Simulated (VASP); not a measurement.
# Mg9O8 (a cell with a defect) in VASP: further runs

The runs below take Mg9O8 (a cell with a defect) through single point, with PBE.

All numbers are computed with VASP 6.6.1; they aren't measurements. Logs are shortened: lines on timing, memory, paths and dates and some standing lists are left out, and cuts for length are marked.

### 1 The cell of the first run

The cell holds a defect, 17 atoms: a = 5.694 Å, b = 5.694 Å, c = 5.694 Å, α = 60.00°, β = 60.00°, γ = 60.00°.

### 2 Single point, PBE

File INCAR:

```
SYSTEM = Mg9O8
PREC = Accurate
ENCUT = 520
EDIFF = 1E-6
ISMEAR = 0
SIGMA = 0.05
LREAL = Auto
LASPH = .True.
NELM = 60
ALGO = Normal
ISIF = 2
LWAVE = .False.
LCHARG = .False.
GGA = PE
NBANDS = 47
```

File KPOINTS:

```
Automatic mesh
0
Gamma
  2 2 2
  0 0 0
```

File POSCAR:

```
Mg9O8
1.0
    0.0000000000      4.0260000000      4.0260000000
    4.0260000000      0.0000000000      4.0260000000
    4.0260000000      4.0260000000      0.0000000000
Mg O
9 8
Direct
   -0.0143658718     -0.0021579732      0.0333787879
    0.0167896175     -0.0347523597      0.5319095877
    0.0426753602      0.4930712866     -0.0117307501
   -0.0078653751      0.4912632886      0.5256512668
    0.4645869349      0.0254547938      0.0471979632
    0.4879309488     -0.0348541977      0.5318214108
    0.4779171634      0.4928784153     -0.0113319672
    0.5835810979      0.5981024590      0.2373553154
    0.5188483607      0.3344035022      0.6300262047
    0.2336811972      0.2468451316      0.2873237705
    0.2215304272      0.2153384252      0.7919504471
    0.2183722057      0.7608401639      0.2558746895
    0.2150814704      0.7760365127      0.7957719821
    0.7494380278      0.2163334575      0.2859280924
    0.7730126677      0.2147742176      0.7925029806
    0.7669877049      0.7616059364      0.2552604322
    0.7296803279      0.7371780924      0.8053415301
```

Potentials or basis: VASP PAW PBE potentials, release 64 (Mg, O).

Started as:

```
$ cat potpaw_PBE.64/Mg/POTCAR potpaw_PBE.64/O/POTCAR > POTCAR
$ mpirun -np 1 vasp_std > vasp.out
```

OUTCAR:

```text
SYSTEM = Mg9O8
   PREC = Accurate
   ENCUT = 520
   EDIFF = 1E-6
   ISMEAR = 0
   LREAL = Auto
   LASPH = .True.
   NELM = 60
   ISIF = 2
   GGA = PE

 ion  position               nearest neighbor table
   1  0.986  0.998  0.033-  11 1.83  15 1.83  16 1.83  12 1.83  13 1.85  14 1.90   2 2.84   6 2.84
                             4 2.84   5 2.85   4 2.85   5 2.85   7 2.85   3 2.86   6 2.86   2 2.87
   2  0.017  0.965  0.532-  13 1.89  12 1.96  10 2.02  15 2.05  14 2.07  17 2.08   9 2.53   3 2.65
                             5 2.67   6 2.68   4 2.79   1 2.84   1 2.87   4 2.91   8 2.99   6 3.01
   3  0.043  0.493  0.988-  13 1.87  11 1.95  10 2.00  17 2.03  16 2.16   8 2.19  14 2.30   7 2.48
                             9 2.49   5 2.55   2 2.65   4 2.79   1 2.86   1 2.87   4 2.92   2 3.05
   4  0.992  0.491  0.526-  10 1.94  16 2.00  12 2.00  11 2.00  15 2.00  17 2.12   6 2.79   2 2.79
                             7 2.79   3 2.79   1 2.84   1 2.85   2 2.91   6 2.91   3 2.92   7 2.92
   5  0.465  0.025  0.047-  10 1.86   8 2.00  15 2.03  11 2.03  16 2.07  12 2.07   9 2.11  17 2.14
                             3 2.55   7 2.55   6 2.67   2 2.67   1 2.85   1 2.85   2 3.05   6 3.05
   6  0.488  0.965  0.532-  13 1.88  16 1.96  10 2.02  11 2.06  14 2.07  17 2.08   9 2.53   7 2.65
                             5 2.67   2 2.68   4 2.79   1 2.84   1 2.86   4 2.91   8 2.99   2 3.01
   7  0.478  0.493  0.989-  13 1.87  15 1.95  10 2.00  17 2.03  12 2.16   8 2.19  14 2.29   3 2.48
                             9 2.49   5 2.55   6 2.65   4 2.79   1 2.85   1 2.87   4 2.92   6 3.05
   8  0.584  0.598  0.237-  16 1.77  12 1.77  14 1.82   9 1.94   5 2.00  17 2.01   3 2.19   7 2.19
                             6 2.99   2 2.99   4 3.14   4 3.15   2 3.33   6 3.33   1 3.42   1 3.42
   9  0.519  0.334  0.630-  15 1.77  11 1.77   8 1.94  14 1.97   5 2.11   3 2.49   7 2.49   2 2.53
                             6 2.53  13 2.57  12 2.77  16 2.77  17 2.78   4 2.95   4 2.95   6 3.27
  10  0.234  0.247  0.287-   5 1.86   4 1.94   3 2.00   7 2.00   2 2.02   6 2.02
  11  0.222  0.215  0.792-   9 1.77   1 1.83   3 1.95   4 2.00   5 2.03   6 2.06
  12  0.218  0.761  0.256-   8 1.77   1 1.83   2 1.96   4 2.00   5 2.07   7 2.16   9 2.77
  13  0.215  0.776  0.796-   1 1.85   3 1.87   7 1.87   6 1.88   2 1.89   9 2.57
  14  0.749  0.216  0.286-   8 1.82   1 1.90   9 1.97   6 2.07   2 2.07   7 2.29   3 2.30
  15  0.773  0.215  0.793-   9 1.77   1 1.83   7 1.95   4 2.00   5 2.03   2 2.05
  16  0.767  0.762  0.255-   8 1.77   1 1.83   6 1.96   4 2.00   5 2.07   3 2.16   9 2.77
  17  0.730  0.737  0.805-   8 2.01   3 2.03   7 2.03   2 2.08   6 2.08   4 2.12   5 2.14   9 2.78

  LATTYP: Found a face centered cubic cell.
 ALAT       =     8.0520000000

  Lattice vectors:

 A1 = (   0.0000000000,   4.0260000000,   4.0260000000)
 A2 = (   4.0260000000,   0.0000000000,   4.0260000000)
 A3 = (   4.0260000000,   4.0260000000,   0.0000000000)

Analysis of symmetry for initial positions (statically):
=====================================================================
 Subroutine PRICEL returns:
 Original cell was already a primitive cell.

 Routine SETGRP: Setting up the symmetry group for a
 face centered cubic supercell.

 Subroutine GETGRP returns: Found  1 space group operations
 (whereof  1 operations were pure point group operations)
 out of a pool of 48 trial point group operations.

The static configuration has the point symmetry C_1 .

Analysis of symmetry for dynamics (positions and initial velocities):
=====================================================================
 Subroutine PRICEL returns:
 Original cell was already a primitive cell.

 Routine SETGRP: Setting up the symmetry group for a
 face centered cubic supercell.

 Subroutine GETGRP returns: Found  1 space group operations
 (whereof  1 operations were pure point group operations)
 out of a pool of 48 trial point group operations.

The dynamic configuration has the point symmetry C_1 .

 Subroutine INISYM returns: Found  1 space group operations
 (whereof  1 operations are pure point group operations),
 and found     1 'primitive' translations

----------------------------------------------------------------------------------------

                                     Primitive cell

  volume of cell :     130.5123

  direct lattice vectors                    reciprocal lattice vectors
     0.000000000  4.026000000  4.026000000    -0.124192747  0.124192747  0.124192747
     4.026000000  0.000000000  4.026000000     0.124192747 -0.124192747  0.124192747
     4.026000000  4.026000000  0.000000000     0.124192747  0.124192747 -0.124192747

  length of vectors
     5.693623802  5.693623802  5.693623802     0.215108148  0.215108148  0.215108148

  position of ions in fractional coordinates (direct lattice)
     0.985634128  0.997842027  0.033378788
     0.016789618  0.965247640  0.531909588
     0.042675360  0.493071287  0.988269250
     0.992134625  0.491263289  0.525651267
     0.464586935  0.025454794  0.047197963
     0.487930949  0.965145802  0.531821411
[... 9 lines left out ...]
     0.766987705  0.761605936  0.255260432
     0.729680328  0.737178092  0.805341530

  ion indices of the primitive-cell ions
   primitive index   ion index
                 1           1
                 2           2
                 3           3
                 4           4
                 5           5
                 6           6
[... 9 lines left out ...]
                16          16
                17          17

----------------------------------------------------------------------------------------

 KPOINTS: Automatic mesh

Automatic generation of k-mesh.
 Grid dimensions read from file:
 generate k-points for:    2    2    2

 Generating k-lattice:

  Cartesian coordinates                     Fractional coordinates (reciprocal lattice)
    -0.062096374  0.062096374  0.062096374     0.500000000  0.000000000  0.000000000
     0.062096374 -0.062096374  0.062096374     0.000000000  0.500000000  0.000000000
     0.062096374  0.062096374 -0.062096374     0.000000000  0.000000000  0.500000000

  Length of vectors
     0.107554074  0.107554074  0.107554074

  Shift w.r.t. Gamma in fractional coordinates (k-lattice)
     0.000000000  0.000000000  0.000000000

 Subroutine IBZKPT returns following result:
 ===========================================

 Found      8 irreducible k-points:

 Following reciprocal coordinates:
            Coordinates               Weight
  0.000000  0.000000  0.000000      1.000000
  0.500000  0.000000  0.000000      1.000000
  0.000000  0.500000  0.000000      1.000000
  0.000000  0.000000  0.500000      1.000000
  0.500000  0.500000  0.500000      1.000000
  0.500000  0.500000  0.000000      1.000000
  0.000000  0.500000  0.500000      1.000000
  0.500000  0.000000  0.500000      1.000000
   k-points           NKPTS =      8   k-points in BZ     NKDIM =      8   number of bands    NBANDS=     47
   number of dos      NEDOS =    301   number of ions     NIONS =     17
   total plane-waves  NPLWV =  74088
   dimension x,y,z NGX =    42 NGY =   42 NGZ =   42
   dimension x,y,z NGXF=    84 NGYF=   84 NGZF=   84
   ions per type =               9   8
   NGX,Y,Z   is equivalent  to a cutoff of  12.26, 12.26, 12.26 a.u.
   NGXF,Y,Z  is equivalent  to a cutoff of  24.53, 24.53, 24.53 a.u.
 SYSTEM =  Mg9O8
   PREC   = accura    normal or accurate (medium, high low for compatibility)
   ISTART =      0    job   : 0-new  1-cont  2-samecut
   ICHARG =      2    charge: 1-file 2-atom 10-const
   ISPIN  =      1    spin polarized calculation?
   LNONCOLLINEAR =      F non collinear calculations
   LSORBIT =      F    spin-orbit coupling
   LASPH  =      T    aspherical Exc in radial PAW
   ENCUT  =  520.0 eV  38.22 Ry    6.18 a.u.  10.59 10.59 10.59*2*pi/ulx,y,z
   NELM   =     60;   NELMIN=  2; NELMDL= -5     # of ELM steps
   EDIFF  = 0.1E-05   stopping-criterion for ELM
   LREAL  =      T    real-space projection
   EDIFFG = 0.1E-04   stopping-criterion for IOM
   NSW    =      0    number of steps for IOM
   IBRION =     -1    ionic relax: 0-MD 1-quasi-New 2-CG
   NFREE  =      0    steps in history (QN), initial steepest desc. (CG)
   ISIF   =      2    stress and relaxation
   ISYM   =      2    0-nonsym 1-usesym 2-fastsym
   POTIM  = 0.5000    time-step for ionic-motion
   TEBEG  =    0.0;   TEEND  =   0.0 temperature during run
   PSTRESS=    0.0 pullay stress
   NELECT =      66.0000    total number of electrons
   NUPDOWN=      -1.0000    fix difference up-down
   EMIN   =  10.00;   EMAX   =-10.00  energy-range for DOS
   EFERMI =   0.00;   METHOD = LEGACY
   ISMEAR =     0;   SIGMA  =   0.05  broadening in eV -4-tet -1-fermi 0-gaus
   EFERMI_NEDOS =   21; number of points for ismear=-14 and -15
   IALGO  =     38    algorithm
   IMIX   =      4    mixing-type and parameters
     AMIX     =   0.40;   BMIX     =  1.00
     AMIX_MAG =   1.60;   BMIX_MAG =  1.00
  volume/ion in A,a.u.               =       7.68        51.81
  Fermi-wavevector in a.u.,A,eV,Ry     =   1.304285  2.464741 23.145665  1.701158
  Thomas-Fermi vector in A             =   2.435231
   LORBIT       =      0    0 simple, 1 ext, 2 COOP (PROOUT), +10 PAW based schemes
   GGA     = PE    functional components
   LHFCALC =     F    Hartree Fock is set to
   AEXX    =    0.0000 exact exchange contribution
   IVDW    =     0    specifies the selected vdW correction
   LEPSILON=     F    determine dielectric tensor
   LRPA    =     F    only Hartree local field effects (RPA)
 non-spin polarized calculation
 Gauss-broadening in eV      SIGMA  =   0.05
  energy-cutoff  :      520.00
  volume of cell :      130.51
 maximum number of plane-waves:      3527
   NGX = 21   NGY = 21   NGZ = 21

 number of electron      66.0000002 magnetization

 Free energy of the ion-electron system (eV)
  ---------------------------------------------------
  ext. energy  EPLUGINS =         0.00000000
  ---------------------------------------------------
  free energy    TOTEN  =       -73.83295914 eV

  energy without entropy =      -73.82993485  energy(sigma->0) =      -73.83144700

 E-fermi :  12.0462     XC(G=0): -12.0951

 val. band max:       12.0001247656   @ k =   0.0000   0.5000   0.5000
 cond. band min:      12.0922686153   @ k =   0.0000   0.0000   0.0000
 fundamental gap:      0.0921438497
 Fermi energy:        12.0462178433

 k-point     1 :       0.0000    0.0000    0.0000
  band No.  band energies     occupation
      1     -13.4309      2.00000
      2     -12.0785      2.00000
      3     -11.8275      2.00000
      4     -11.5787      2.00000
      5     -11.5375      2.00000
      6     -11.5169      2.00000
[... 37 lines left out ...]
     44      18.1055      0.00000
     45      18.3828      0.00000

 k-point     2 :       0.5000    0.0000    0.0000
  band No.  band energies     occupation
      1     -12.8740      2.00000
      2     -12.5147      2.00000
      3     -11.9785      2.00000
      4     -11.6877      2.00000
      5     -11.5344      2.00000
      6     -11.4742      2.00000
[... 37 lines left out ...]
     44      17.1833      0.00000
     45      17.3796      0.00000

 k-point     3 :       0.0000    0.5000    0.0000
  band No.  band energies     occupation
      1     -12.8427      2.00000
      2     -12.5970      2.00000
      3     -11.8602      2.00000
      4     -11.7485      2.00000
      5     -11.5455      2.00000
      6     -11.4867      2.00000
[... 229 lines left out ...]
     44      16.9793      0.00000
     45      17.3471      0.00000

 k-point     8 :       0.5000    0.0000    0.5000
  band No.  band energies     occupation
      1     -12.6205      2.00000
      2     -12.5114      2.00000
      3     -12.1109      2.00000
      4     -11.8306      2.00000
      5     -11.6438      2.00000
      6     -11.3962      2.00000
[... 37 lines left out ...]
     44      16.9882      0.00000
     45      17.3248      0.00000
 [bands above 45 left out]

------------------------ aborting loop because EDIFF is reached ----------------------------------------

  FORCE on cell =-STRESS in cart. coord.  units (eV):
  Direction    XX          YY          ZZ          XY          YZ          ZX
  --------------------------------------------------------------------------------------
  -------------------------------------------------------------------------------------
  Total       66.7954209     76.7837245     76.9769688     -1.4580360     -4.8567767      1.4407603
  in kB      819.9851097    942.6022012    944.9744806    -17.8989490    -59.6221196     17.6868715
  external PRESSURE =     902.5205972 kB  Pullay stress =       0.0000000 kB

 VOLUME and BASIS-vectors are now :
 -----------------------------------------------------------------------------
  energy-cutoff  :      520.00
  volume of cell :      130.51
      direct lattice vectors                 reciprocal lattice vectors
     0.000000000  4.026000000  4.026000000    -0.124192747  0.124192747  0.124192747
     4.026000000  0.000000000  4.026000000     0.124192747 -0.124192747  0.124192747
     4.026000000  4.026000000  0.000000000     0.124192747  0.124192747 -0.124192747

 POSITION                                       TOTAL-FORCE (eV/Angst)
 -----------------------------------------------------------------------------------
      4.15169      4.10255      7.98548         0.010266     -0.000599     -0.009299
      6.02755      2.20906      3.95368         0.053642     -0.028324     -0.011713
      5.96388      4.15058      2.15692        -0.016474      0.075967      0.030262
      4.09410      6.11061      5.97216        -0.015512      0.013092     -0.015684
      0.29250      2.06045      1.97291        -0.040525      0.019026     -0.018736
      6.02679      4.10552      5.85009         0.053239      0.011354      0.027652
[... 9 lines left out ...]
      4.09390      4.11557      6.15412         0.026606      0.042910     -0.000174
      6.21018      6.18000      5.90557        -0.038121      0.072335     -0.072353
 -----------------------------------------------------------------------------------
    total drift:                                0.007102      0.000469      0.005632

  FREE ENERGIE OF THE ION-ELECTRON SYSTEM (eV)
  ---------------------------------------------------
  free  energy   TOTEN  =       -73.8329591425 eV

  energy  without entropy=      -73.8299348482  energy(sigma->0) =      -73.83144700
```

Run time: 98 s. Hardware: 1 thread of Intel Xeon Platinum 8375C at 2.90GHz (Ice Lake), shared host; peak memory 0.26 GiB.

Results:

| Quantity | Value |
| --- | --- |
| Free energy | -73.8330 eV |
| Pressure | 90.3 GPa |
| Largest force | 0.467 eV/Å |
| Band gap on the k mesh | 0.09 eV |

Forces on the atoms (eV/Å):
```
Mg   0.010 -0.001 -0.009
Mg   0.054 -0.028 -0.012
Mg  -0.016  0.076  0.030
Mg  -0.016  0.013 -0.016
Mg  -0.041  0.019 -0.019
Mg   0.053  0.011  0.028
Mg  -0.021 -0.030 -0.076
Mg  -0.180 -0.032  0.029
Mg   0.242 -0.281  0.284
O    0.031  0.025 -0.024
O   -0.022 -0.012 -0.035
O    0.031 -0.005 -0.036
O   -0.066 -0.011  0.016
O   -0.025  0.110 -0.104
O   -0.023  0.031  0.015
O    0.027  0.043  0.000
O   -0.038  0.072 -0.072
```

Caveat: the k points lie up to 0.68 Å⁻¹ apart.

### 3 Single point, PBE

File INCAR:

```
  ALGO = Normal
  EDIFF = 1E-6
  ENCUT = 520
  GGA = PE
  ISIF = 2
  ISMEAR = 0
  LASPH = T
  LCHARG = F
  LREAL = Auto
  LWAVE = F
  NBANDS = 47
  NELM = 60
  PREC = Accurate
  SIGMA = 0.05
```

File KPOINTS:

```
k-points
0
Gamma
  2 2 2
```

File POSCAR:

```
Mg9O8
1.0
    0.0000000000      4.0260000000      4.0260000000
    4.0260000000      0.0000000000      4.0260000000
    4.0260000000      4.0260000000      0.0000000000
Mg O
9 8
Direct
   -0.0105638351     -0.0008996523      0.0222839046
    0.0463450075     -0.0468030303      0.5181179831
    0.0230606061      0.4972245405     -0.0109607551
   -0.0022501242      0.4908892201      0.5165101838
    0.4689546696      0.0146677844      0.0493428962
    0.4831774714     -0.0471675360      0.5187952062
    0.4918607799      0.4975917784     -0.0108717089
    0.5277819175      0.5962642822      0.3489716841
    0.5845806011      0.2088508445      0.6224057377
    0.2385792350      0.2520091903      0.2726584699
    0.2222262792      0.2203286140      0.7875091903
    0.2250403626      0.7590736463      0.2394745405
    0.2190386239      0.7621352459      0.8006141331
    0.7554166667      0.2499159215      0.2417557129
    0.7710692996      0.2217305017      0.7862059116
    0.7776886488      0.7581662941      0.2408746895
    0.7331340040      0.7710696721      0.7641138847
```

Potentials or basis: VASP PAW PBE potentials, release 64 (Mg, O).

Started as:

```
$ cat potpaw_PBE.64/Mg/POTCAR potpaw_PBE.64/O/POTCAR > POTCAR
$ mpirun -np 1 vasp_std > vasp.out
```

It took 1.7 min on 1 thread of Intel Xeon Platinum 8375C at 2.90GHz (Ice Lake), shared host; peak memory 0.26 GiB.

It converged, with:

```
Free energy            : -73.8026 eV
Pressure               : 90.5 GPa
Largest force          : 0.489 eV/Å
Band gap on the k mesh : 0.14 eV
```

Forces in eV/Å, atoms in the order of the input:
```
Mg   0.011  0.003  0.015
Mg  -0.013  0.035  0.068
Mg   0.046 -0.012 -0.022
Mg  -0.009 -0.018  0.010
Mg  -0.045 -0.028  0.026
Mg  -0.019 -0.067 -0.037
Mg   0.043  0.023  0.013
Mg   0.256  0.303 -0.287
Mg  -0.178  0.046 -0.027
O    0.023 -0.020  0.021
O    0.025 -0.049  0.000
O   -0.020 -0.047 -0.018
O   -0.058  0.019 -0.015
O   -0.029 -0.105  0.098
O    0.023 -0.008  0.035
O   -0.026  0.007  0.040
O   -0.030 -0.081  0.081
```

Stress tensor (GPa, compression positive):
```
82.07  1.92 -1.89
 1.92 94.53 -6.18
-1.89 -6.18 94.84
```

Levels at points of the mesh, in eV from the valence-band top:
```csv
k point,band 29,band 30,band 31,band 32,band 33,band 34,band 35,band 36,band 37,band 38
"(0.00, 0.00, 0.00)",-7.58,-7.04,-6.95,-6.62,-1.93,0.14,0.40,0.84,1.06,1.31
"(0.50, 0.00, 0.00)",-7.77,-7.58,-7.10,-6.86,-0.45,0.40,1.22,1.72,2.24,2.89
"(0.00, 0.50, 0.00)",-7.78,-7.75,-7.22,-6.87,-0.40,0.29,1.54,1.81,1.82,2.56
"(0.00, 0.00, 0.50)",-7.81,-7.80,-7.17,-6.82,-0.32,0.39,1.49,1.88,2.15,3.04
"(0.50, 0.50, 0.50)",-7.76,-7.56,-7.10,-6.87,-0.45,0.39,1.23,1.72,2.25,2.89
"(0.50, 0.50, 0.00)",-7.90,-7.87,-7.32,-6.93,-0.08,1.06,1.81,2.30,2.50,3.14
"(0.00, 0.50, 0.50)",-7.91,-7.60,-7.46,-7.38,0.00,1.12,1.57,2.25,2.35,3.35
"(0.50, 0.00, 0.50)",-7.90,-7.87,-7.33,-6.93,-0.08,1.07,1.80,2.27,2.51,3.14
```

Caveat: the k points lie up to 0.68 Å⁻¹ apart.
